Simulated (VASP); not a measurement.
# AlNi (Cmmm) in VASP: notebook

Runs on AlNi. Level: LDA. Tasks: single point.

All numbers are computed with VASP 6.6.1; they aren't measurements. Logs are shortened: lines on timing, memory, paths and dates and some standing lists are left out, and cuts for length are marked.

## (1) The cell of the first run

Symmetry: Cmmm, No. 65, orthorhombic system. Conventional cell: a = 3.928 Å, b = 3.958 Å, c = 3.140 Å, α = 90.00°, β = 90.00°, γ = 90.00°. Ni (site symmetry mmm) has 8 Al at 2.51 to 2.53 Å and 6 Ni at 2.79 to 3.14 Å within 3.3 Å. Within 3.3 Å of Al (site symmetry mmm) lie 8 Ni at 2.51 to 2.53 Å and 6 Al at 2.79 to 3.14 Å.

## (2) Single point, LDA, collinear spin, ferromagnetic start

Input file INCAR:

```
  ALGO = Fast
  EDIFF = 1E-6
  ENCUT = 520
  ISIF = 2
  ISMEAR = -1
  ISPIN = 2
  LASPH = T
  LCHARG = F
  LMAXMIX = 4
  LORBIT = 11
  LREAL = F
  LWAVE = F
  MAGMOM = 1 0
  NBANDS = 18
  NELM = 150
  PREC = Accurate
  SIGMA = 0.05
```

Input file KPOINTS:

```
k-points
0
Gamma
  10 10 9
```

Input file POSCAR:

```
AlNi
1.0
    1.9642060572     -1.9788929679      0.0000000000
    1.9642060572      1.9788929679      0.0000000000
    0.0000000000      0.0000000000      3.1402166928
Ni Al
1 1
Direct
    0.5000000000      0.5000000000      0.5000000000
    0.0000000000      0.0000000000      0.0000000000
```

Potentials or basis: VASP PAW LDA potentials, release 64 (Ni, Al).

Command:

```sh
cat potpaw_LDA.64/Ni/POTCAR potpaw_LDA.64/Al/POTCAR > POTCAR
mpirun -np 1 vasp_std > vasp.out
```

OUTCAR:

```text
EDIFF = 1E-6
   ENCUT = 520
   ISIF = 2
   ISMEAR = -1
   ISPIN = 2
   LASPH = T
   LORBIT = 11
   LREAL = F
   NELM = 150
   PREC = Accurate

 ion  position               nearest neighbor table
   1  0.500  0.500  0.500-   2 2.51   2 2.51   2 2.51   2 2.51   2 2.53   2 2.53   2 2.53   2 2.53

   2  0.000  0.000  0.000-   1 2.51   1 2.51   1 2.51   1 2.51   1 2.53   1 2.53   1 2.53   1 2.53

  LATTYP: Found a base centered orthorhombic cell.
 ALAT       =     3.9284121144
 B/A-ratio  =     1.0074772759
 C/A-ratio  =     0.7993603017

  Lattice vectors:

 A1 = (   1.9642060572,  -1.9788929679,   0.0000000000)
 A2 = (   1.9642060572,   1.9788929679,   0.0000000000)
 A3 = (   0.0000000000,   0.0000000000,   3.1402166928)

Analysis of symmetry for initial positions (statically):
=====================================================================
 Subroutine PRICEL returns:
 Original cell was already a primitive cell.

 Routine SETGRP: Setting up the symmetry group for a
 base centered orthorhombic supercell.

 Subroutine GETGRP returns: Found  8 space group operations
 (whereof  8 operations were pure point group operations)
 out of a pool of  8 trial point group operations.

The static configuration has the point symmetry D_2h.

Analysis of symmetry for dynamics (positions and initial velocities):
=====================================================================
 Subroutine PRICEL returns:
 Original cell was already a primitive cell.

 Routine SETGRP: Setting up the symmetry group for a
 base centered orthorhombic supercell.

 Subroutine GETGRP returns: Found  8 space group operations
 (whereof  8 operations were pure point group operations)
 out of a pool of  8 trial point group operations.

The dynamic configuration has the point symmetry D_2h.

Analysis of structural, dynamic, and magnetic symmetry:
=====================================================================
 Subroutine PRICEL returns:
 Original cell was already a primitive cell.

 Routine SETGRP: Setting up the symmetry group for a
 base centered orthorhombic supercell.

 Subroutine GETGRP returns: Found  8 space group operations
 (whereof  8 operations were pure point group operations)
 out of a pool of  8 trial point group operations.

The overall configuration has the point symmetry D_2h.

 Subroutine INISYM returns: Found  8 space group operations
 (whereof  8 operations are pure point group operations),
 and found     1 'primitive' translations

----------------------------------------------------------------------------------------
[... 117 lines left out ...]
   LORBIT       =     11    0 simple, 1 ext, 2 COOP (PROOUT), +10 PAW based schemes
   GGA     = CA    functional components
   LHFCALC =     F    Hartree Fock is set to
   AEXX    =    0.0000 exact exchange contribution
   IVDW    =     0    specifies the selected vdW correction
   LEPSILON=     F    determine dielectric tensor
   LRPA    =     F    only Hartree local field effects (RPA)
 spin polarized calculation
 RMM-DIIS sequential band-by-band and
  energy-cutoff  :      520.00
  volume of cell :       24.41
 maximum number of plane-waves:       682
 NGX is ok and might be reduce to    24
   NGX = 11   NGY = 11   NGZ = 11

 number of electron      12.9999992 magnetization       0.0018608

 number of electron      12.9999992 magnetization      -0.0005487

 Free energy of the ion-electron system (eV)
  ---------------------------------------------------
  ext. energy  EPLUGINS =         0.00000000
  ---------------------------------------------------
  free energy    TOTEN  =       -12.09973075 eV

  energy without entropy =      -12.09235474  energy(sigma->0) =      -12.09604274

 E-fermi :   9.4657     XC(G=0): -12.2000

 val. band max:        9.4498841245   @ k =   0.0000   0.0000   0.2222
 cond. band min:       9.5117510071   @ k =   0.4000   0.3000   0.1111
 fundamental gap:      0.0618668826
 Fermi energy:         9.4656517919

 spin component 1

 k-point     1 :       0.0000    0.0000    0.0000
  band No.  band energies     occupation
      1      -1.4668      1.00000
      2       6.2458      1.00000
      3       6.3687      1.00000
      4       7.8805      1.00000
      5       7.8991      1.00000
      6       8.1880      1.00000
[... 493 lines left out ...]
     17      31.9654      0.00000
     18      32.8535      0.00000

 [... further k-points ...]

 spin component 2

 k-point     1 :       0.0000    0.0000    0.0000
  band No.  band energies     occupation
      1      -1.4668      1.00000
      2       6.2455      1.00000
      3       6.3679      1.00000
      4       7.8799      1.00000
      5       7.8985      1.00000
      6       8.1872      1.00000
[... 493 lines left out ...]
     17      31.9653      0.00000
     18      32.8533      0.00000

 [... further k-points ...]

------------------------ aborting loop because EDIFF is reached ----------------------------------------

  FORCE on cell =-STRESS in cart. coord.  units (eV):
  Direction    XX          YY          ZZ          XY          YZ          ZX
  --------------------------------------------------------------------------------------
  -------------------------------------------------------------------------------------
  Total       -1.1335030     -1.3475393     -2.2414401      0.0000000      0.0000000      0.0000000
  in kB      -74.3933826    -88.4408783   -147.1088345      0.0000000      0.0000000      0.0000000
  external PRESSURE =    -103.3143651 kB  Pullay stress =       0.0000000 kB

 VOLUME and BASIS-vectors are now :
 -----------------------------------------------------------------------------
  energy-cutoff  :      520.00
  volume of cell :       24.41
      direct lattice vectors                 reciprocal lattice vectors
     1.964206057 -1.978892968  0.000000000     0.254555777 -0.252666520  0.000000000
     1.964206057  1.978892968  0.000000000     0.254555777  0.252666520  0.000000000
     0.000000000  0.000000000  3.140216693     0.000000000  0.000000000  0.318449361

 POSITION                                       TOTAL-FORCE (eV/Angst)
 -----------------------------------------------------------------------------------
      1.96421      0.00000      1.57011         0.000000      0.000000      0.000000
      0.00000      0.00000      0.00000         0.000000      0.000000      0.000000
 -----------------------------------------------------------------------------------
    total drift:                                0.000000     -0.000000     -0.000000

  FREE ENERGIE OF THE ION-ELECTRON SYSTEM (eV)
  ---------------------------------------------------
  free  energy   TOTEN  =       -12.0997307463 eV

  energy  without entropy=      -12.0923547408  energy(sigma->0) =      -12.09604274

 total charge

# of ion       s       p       d       tot
------------------------------------------
    1        0.476   0.498   8.480   9.453
    2        0.390   0.411   0.000   0.801
--------------------------------------------------
tot          0.865   0.909   8.480  10.254

 magnetization (x)

# of ion       s       p       d       tot
------------------------------------------
    1       -0.000   0.000  -0.000  -0.000
    2        0.000  -0.000   0.000  -0.000
--------------------------------------------------
tot         -0.000   0.000  -0.000  -0.000
```

OSZICAR:

```text
N       E                     dE             d eps       ncg     rms          rms(c)
DAV:   1     0.447159347949E+02    0.44716E+02   -0.53045E+03 11482   0.794E+02
DAV:   2    -0.107154756867E+02   -0.55431E+02   -0.48704E+02 12056   0.162E+02
DAV:   3    -0.134415105147E+02   -0.27260E+01   -0.26656E+01 13200   0.373E+01
DAV:   4    -0.134739644263E+02   -0.32454E-01   -0.32427E-01 13154   0.360E+00
DAV:   5    -0.134745743008E+02   -0.60987E-03   -0.60982E-03 13104   0.541E-01    0.124E+01
RMM:   6    -0.157862225228E+02   -0.23116E+01   -0.10393E+01 14257   0.326E+01    0.177E+01
RMM:   7    -0.121248383137E+02    0.36614E+01   -0.26574E+00 13447   0.159E+01    0.139E+00
RMM:   8    -0.121111407174E+02    0.13698E-01   -0.78244E-02 12866   0.250E+00    0.735E-01
RMM:   9    -0.121014303010E+02    0.97104E-02   -0.13953E-02 13584   0.664E-01    0.588E-01
RMM:  10    -0.120997778090E+02    0.16525E-02   -0.25523E-03 15354   0.462E-01    0.144E-01
RMM:  11    -0.120997409804E+02    0.36829E-04   -0.44726E-04 15713   0.122E-01    0.973E-02
RMM:  12    -0.120997350730E+02    0.59074E-05   -0.93511E-05 17192   0.649E-02    0.624E-02
RMM:  13    -0.120997314433E+02    0.36298E-05   -0.21842E-05 15554   0.294E-02    0.162E-02
RMM:  14    -0.120997307463E+02    0.69697E-06   -0.55454E-06 15194   0.187E-02
   1 F= -.12099731E+02 E0= -.12096043E+02  d E =-.737601E-02  mag=    -0.0005
```

stdout:

```text
POSCAR found type information on POSCAR NiAl
 POSCAR found :  2 types and       2 ions
 scaLAPACK will be used
 LDA part: xc-table for (Slater(with rela. corr.)+CA(PZ))
 , standard interpolation
 POSCAR, INCAR and KPOINTS ok, starting setup
 FFT: planning ... GRIDC
 FFT: planning ... GRID_SOFT
 FFT: planning ... GRID
 WAVECAR not read
 entering main loop
WARNING in EDDRMM: call to ZHEGV failed, returncode =   8  4     17
```

Wall time 2.6 min (1 thread of Intel Xeon 8259CL, shared host); peak memory 0.21 GiB.

What came out:

* Free energy: -12.0997 eV
* Pressure: -10.3 GPa
* Net moment: 0.00 μB per cell
* Valence electrons inside the program's atomic spheres: Ni 9.45; Al 0.80

Stress tensor (GPa, compression positive):
```
 -7.44   0.00   0.00
  0.00  -8.84   0.00
  0.00   0.00 -14.71
```

Caveat: the stress differs along the axes, from -15 to -7 GPa; the moments typed at the start vanished in this run.

## (3) Single point, LDA, collinear spin, ferromagnetic start

This run uses another cell than the first one, of 12.44 Å³/atom.

Input file INCAR:

```
SYSTEM = AlNi
PREC     = Accurate       ! precision mode
ENCUT    = 520            ! plane-wave cutoff, eV
EDIFF    = 1E-7           ! SCF threshold, eV
ISMEAR   = -1             ! smearing method
SIGMA    = 0.05           ! smearing width, eV
LREAL    = .False.        ! projectors in reciprocal space
LASPH    = .True.         ! aspherical terms in the spheres
NELM     = 150            ! most SCF steps
ALGO     = Normal         ! electronic algorithm
ISIF     = 2              ! what is computed and relaxed
LWAVE    = .False.        ! write WAVECAR
LCHARG   = .True.         ! write CHGCAR
ISPIN    = 2              ! spin polarisation
MAGMOM   = 1 0            ! initial moments
LORBIT   = 11             ! projections on sites
LMAXMIX  = 4              ! l up to which the mixer works
LELF     = .True.         ! ELF
LVHAR    = .True.       
NBANDS   = 18             ! bands
```

Input file KPOINTS:

```
Automatic mesh
0
Gamma
  10 10 9
  0 0 0
```

Input file POSCAR:

```
AlNi
1.0
    1.9767172612     -1.9914977216      0.0000000000
    1.9767172612      1.9914977216      0.0000000000
    0.0000000000      0.0000000000      3.1602186123
Ni Al
1 1
Direct
    0.5000000000      0.5000000000      0.5000000000
    0.0000000000      0.0000000000      0.0000000000
```

Potentials or basis: VASP PAW LDA potentials, release 64 (Ni, Al).

Command:

```sh
cat potpaw_LDA.64/Ni/POTCAR potpaw_LDA.64/Al/POTCAR > POTCAR
mpirun -np 1 vasp_std > vasp.out
```

OUTCAR:

```text
SYSTEM = AlNi
   PREC = Accurate
   ENCUT = 520
   EDIFF = 1E-7
   ISMEAR = -1
   LREAL = .False.
   LASPH = .True.
   NELM = 150
   ISIF = 2
   ISPIN = 2
   LORBIT = 11

 ion  position               nearest neighbor table
   1  0.500  0.500  0.500-   2 2.53   2 2.53   2 2.53   2 2.53   2 2.54   2 2.54   2 2.54   2 2.54

   2  0.000  0.000  0.000-   1 2.53   1 2.53   1 2.53   1 2.53   1 2.54   1 2.54   1 2.54   1 2.54

  LATTYP: Found a base centered orthorhombic cell.
 ALAT       =     3.9534345224
 B/A-ratio  =     1.0074772759
 C/A-ratio  =     0.7993603016

  Lattice vectors:

 A1 = (   1.9767172612,  -1.9914977216,   0.0000000000)
 A2 = (   1.9767172612,   1.9914977216,   0.0000000000)
 A3 = (   0.0000000000,   0.0000000000,   3.1602186123)

Analysis of symmetry for initial positions (statically):
=====================================================================
 Subroutine PRICEL returns:
 Original cell was already a primitive cell.

 Routine SETGRP: Setting up the symmetry group for a
 base centered orthorhombic supercell.

 Subroutine GETGRP returns: Found  8 space group operations
 (whereof  8 operations were pure point group operations)
 out of a pool of  8 trial point group operations.

The static configuration has the point symmetry D_2h.

Analysis of symmetry for dynamics (positions and initial velocities):
=====================================================================
 Subroutine PRICEL returns:
 Original cell was already a primitive cell.

 Routine SETGRP: Setting up the symmetry group for a
 base centered orthorhombic supercell.

 Subroutine GETGRP returns: Found  8 space group operations
 (whereof  8 operations were pure point group operations)
 out of a pool of  8 trial point group operations.

The dynamic configuration has the point symmetry D_2h.

Analysis of structural, dynamic, and magnetic symmetry:
[... 152 lines left out ...]

 Free energy of the ion-electron system (eV)
  ---------------------------------------------------
  ext. energy  EPLUGINS =         0.00000000
  ---------------------------------------------------
  free energy    TOTEN  =       -12.06519623 eV

  energy without entropy =      -12.05772235  energy(sigma->0) =      -12.06145929

 E-fermi :   9.2208     XC(G=0): -12.1084

 val. band max:        9.2015167934   @ k =   0.5000   0.3000   0.4444
 cond. band min:       9.2651942313   @ k =   0.4000   0.3000   0.1111
 fundamental gap:      0.0636774379
 Fermi energy:         9.2207524171

 spin component 1

 k-point     1 :       0.0000    0.0000    0.0000
  band No.  band energies     occupation
      1      -1.5756      1.00000
      2       6.0914      1.00000
      3       6.2103      1.00000
      4       7.6753      1.00000
      5       7.6935      1.00000
      6       7.9757      1.00000
[... 493 lines left out ...]
     17      31.4507      0.00000
     18      32.2853      0.00000

 [... further k-points ...]

 spin component 2

 k-point     1 :       0.0000    0.0000    0.0000
  band No.  band energies     occupation
      1      -1.5756      1.00000
      2       6.0915      1.00000
      3       6.2104      1.00000
      4       7.6754      1.00000
      5       7.6936      1.00000
      6       7.9759      1.00000
[... 493 lines left out ...]
     17      31.4507      0.00000
     18      32.2853      0.00000

 [... further k-points ...]

------------------------ aborting loop because EDIFF is reached ----------------------------------------

  FORCE on cell =-STRESS in cart. coord.  units (eV):
  Direction    XX          YY          ZZ          XY          YZ          ZX
  --------------------------------------------------------------------------------------
  -------------------------------------------------------------------------------------
  Total       -1.5965813     -1.8012789     -2.6695084     -0.0000000      0.0000000      0.0000000
  in kB     -102.8087617   -115.9898655   -171.8978244     -0.0000000      0.0000000      0.0000000
  external PRESSURE =    -130.2321505 kB  Pullay stress =       0.0000000 kB

 VOLUME and BASIS-vectors are now :
 -----------------------------------------------------------------------------
  energy-cutoff  :      520.00
  volume of cell :       24.88
      direct lattice vectors                 reciprocal lattice vectors
     1.976717261 -1.991497722  0.000000000     0.252944622 -0.251067322  0.000000000
     1.976717261  1.991497722  0.000000000     0.252944622  0.251067322  0.000000000
     0.000000000  0.000000000  3.160218612     0.000000000  0.000000000  0.316433805

 POSITION                                       TOTAL-FORCE (eV/Angst)
 -----------------------------------------------------------------------------------
      1.97672      0.00000      1.58011        -0.000000      0.000000      0.000000
      0.00000      0.00000      0.00000         0.000000      0.000000      0.000000
 -----------------------------------------------------------------------------------
    total drift:                                0.000000     -0.000000     -0.000000

  FREE ENERGIE OF THE ION-ELECTRON SYSTEM (eV)
  ---------------------------------------------------
  free  energy   TOTEN  =       -12.0651962305 eV

  energy  without entropy=      -12.0577223478  energy(sigma->0) =      -12.06145929

 total charge

# of ion       s       p       d       tot
------------------------------------------
    1        0.468   0.482   8.472   9.422
    2        0.389   0.403   0.000   0.792
--------------------------------------------------
tot          0.857   0.885   8.472  10.213

 magnetization (x)

# of ion       s       p       d       tot
------------------------------------------
    1        0.000   0.000   0.000   0.000
    2       -0.000  -0.000   0.000  -0.000
--------------------------------------------------
tot          0.000  -0.000   0.000   0.000
```

OSZICAR:

```text
N       E                     dE             d eps       ncg     rms          rms(c)
DAV:   1     0.433115737912E+02    0.43312E+02   -0.53552E+03 11456   0.794E+02
DAV:   2    -0.107304277939E+02   -0.54042E+02   -0.47552E+02 11996   0.161E+02
DAV:   3    -0.133855564391E+02   -0.26551E+01   -0.25898E+01 13406   0.367E+01
DAV:   4    -0.134173042244E+02   -0.31748E-01   -0.31722E-01 13020   0.356E+00
DAV:   5    -0.134178964959E+02   -0.59227E-03   -0.59223E-03 13120   0.533E-01    0.122E+01
DAV:   6    -0.158309162676E+02   -0.24130E+01   -0.44059E+01 12582   0.764E+01    0.171E+01
DAV:   7    -0.121082252474E+02    0.37227E+01   -0.12822E+01 12610   0.453E+01    0.160E+00
DAV:   8    -0.120806945172E+02    0.27531E-01   -0.35179E-01 14886   0.555E+00    0.104E+00
DAV:   9    -0.120651999783E+02    0.15495E-01   -0.45440E-02 14314   0.213E+00    0.454E-01
DAV:  10    -0.120652943088E+02   -0.94330E-04   -0.10252E-03 14698   0.287E-01    0.164E-01
DAV:  11    -0.120651803535E+02    0.11396E-03   -0.80630E-04 14124   0.234E-01    0.723E-02
DAV:  12    -0.120652005027E+02   -0.20149E-04   -0.10248E-04 14336   0.798E-02    0.385E-02
DAV:  13    -0.120651969244E+02    0.35783E-05   -0.97776E-06 14658   0.364E-02    0.130E-02
DAV:  14    -0.120651962759E+02    0.64854E-06   -0.84478E-07 14280   0.918E-03    0.393E-03
DAV:  15    -0.120651962305E+02    0.45385E-07   -0.15919E-07  6652   0.364E-03
   1 F= -.12065196E+02 E0= -.12061459E+02  d E =-.747388E-02  mag=    -0.0000
```

stdout:

```text
POSCAR found type information on POSCAR NiAl
 POSCAR found :  2 types and       2 ions
 scaLAPACK will be used
 LDA part: xc-table for (Slater(with rela. corr.)+CA(PZ))
 , standard interpolation
 POSCAR, INCAR and KPOINTS ok, starting setup
 FFT: planning ... GRIDC
 FFT: planning ... GRID_SOFT
 FFT: planning ... GRID
 WAVECAR not read
 entering main loop
```

It took 2.3 min on 1 thread of Intel Xeon 8259CL, shared host; peak memory 0.22 GiB.

What came out:

| Item | Value |
| --- | --- |
| Free energy | -12.0652 eV |
| Pressure | -13.0 GPa |
| Net moment | 0.00 μB per cell |
| Valence electrons inside the program's atomic spheres | Ni 9.42; Al 0.79 |

Stress tensor (GPa, compression positive):
```
-10.28   0.00   0.00
  0.00 -11.60   0.00
  0.00   0.00 -17.19
```

Levels at points of the mesh, in eV from the Fermi level:
Spin up:
```csv
k point,band 4,band 5,band 6,band 7,band 8,band 9,band 10,band 11
"(0.00, 0.00, 0.00)",-1.55,-1.53,-1.25,2.82,6.71,6.76,7.03,8.56
"(0.50, 0.00, 0.00)",-2.56,-1.91,-1.42,-0.34,7.61,7.92,8.87,11.30
"(0.50, 0.50, 0.00)",-2.26,-2.24,-2.12,-0.79,2.11,2.97,10.15,13.08
```
Spin down:
```tsv
k point	band 4	band 5	band 6	band 7	band 8	band 9	band 10	band 11
(0.00, 0.00, 0.00)	-1.55	-1.53	-1.24	2.82	6.71	6.76	7.03	8.56
(0.50, 0.00, 0.00)	-2.56	-1.91	-1.42	-0.34	7.61	7.92	8.87	11.30
(0.50, 0.50, 0.00)	-2.26	-2.24	-2.12	-0.79	2.11	2.97	10.15	13.08
```

Caveat: the stress differs along the axes, from -17 to -10 GPa; the moments typed at the start vanished in this run.
